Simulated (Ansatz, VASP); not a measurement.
**TiO2: VASP beside Ansatz**

```
Ti O
1.0
     4.73476    0.00000    0.00000
     0.00000    4.73476    0.00000
     0.00000    0.00000    3.04210
Ti O
2 4
Direct
  0.00000 0.00000 0.00000
  0.50000 0.50000 0.50000
  0.30859 0.30859 0.00000
  0.19141 0.80859 0.50000
  0.80859 0.19141 0.50000
  0.69141 0.69141 0.00000
```

Change from the starting cell: hydrostatic strain +3.0%.

Alike in both runs: task single point; functional r2SCAN; k mesh 6 × 6 × 8; no spin polarisation.

```csv
,VASP,Ansatz
version,VASP 6.6.1,Ansatz 0.2.0
potentials or method,"VASP PAW PBE potentials, release 64 (Ti_sv, O)","plane waves, PAW"
plane-wave cutoff (eV),520,500
occupations,"gaussian, width 0.01 eV",fixed
valence electrons in the cell,48,48
```

|  | VASP | Ansatz | Ansatz less VASP |
| --- | --- | --- | --- |
| gap on the k mesh at the Fermi level (eV) | 2.14 | 2.13 | -0.010 |
| pressure (GPa) | -16.3 | -17.3 | -0.97 |
| traceless stress, the component that is largest in VASP (GPa) | -3.57 | -4.05 | -0.481 |
| rms of the force components (eV/Å) | 0.019 | 0.000 | -0.0187 |

VASP's potentials were made for PBE, not for r2SCAN. Atom by atom the forces differ by 0.019 eV/Å (rms over components).
